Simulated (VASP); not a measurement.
Write the native input for VASP 6.6.1 that does the following.

```yaml
Task: single point
Functional: PBE
Potentials_or_basis: VASP PAW PBE potentials, release 64 (Sr_sv, O)
Cutoff: 520 eV
k_mesh: 8 × 8 × 8
Occupations: fermi-dirac, width 0.02 eV
Spin: no spin polarisation
Dipole_correction: no
Further_INCAR_settings: ALGO = Normal; EDIFF = 1e-06; NBANDS = 15
```

The structure of SrO lies in POSCAR:

```
SrO
1.0
    0.0000000000      2.5972737625      2.5972737625
    2.5972737625      0.0000000000      2.5972737625
    2.5972737625      2.5972737625      0.0000000000
Sr O
1 1
Direct
    0.0000000000      0.0000000000      0.0000000000
    0.5000000000      0.5000000000      0.5000000000
```

These files were run (other wordings do the same):

INCAR

```
SYSTEM = SrO
ALGO = Normal
EDIFF = 1E-6
ENCUT = 520
GGA = PE
ISIF = 2
ISMEAR = -1
LASPH = .TRUE.
LCHARG = .TRUE.
LELF = .TRUE.
LREAL = .FALSE.
LVHAR = .TRUE.
LWAVE = .FALSE.
NBANDS = 15
NELM = 80
PREC = Accurate
SIGMA = 0.02
```

KPOINTS

```
k-points
0
G
  8 8 8
  0 0 0
```

Potentials or basis: VASP PAW PBE potentials, release 64 (Sr_sv, O).

Run with:

```sh
$ cat potpaw_PBE.64/Sr_sv/POTCAR potpaw_PBE.64/O/POTCAR > POTCAR
$ mpirun -np 1 vasp_std > vasp.out
```

Results of the run:

```json
{
  "Pressure": "0.5 GPa",
  "Band gap on the k mesh": "3.28 eV (least direct gap 3.39 eV)"
}
```

Run time: 18 s on 1 thread of Intel(R) Xeon(R) Platinum 8259CL CPU @ 2.50GHz (Skylake/Cascade Lake), on a shared host, peak memory 0.16 GiB.
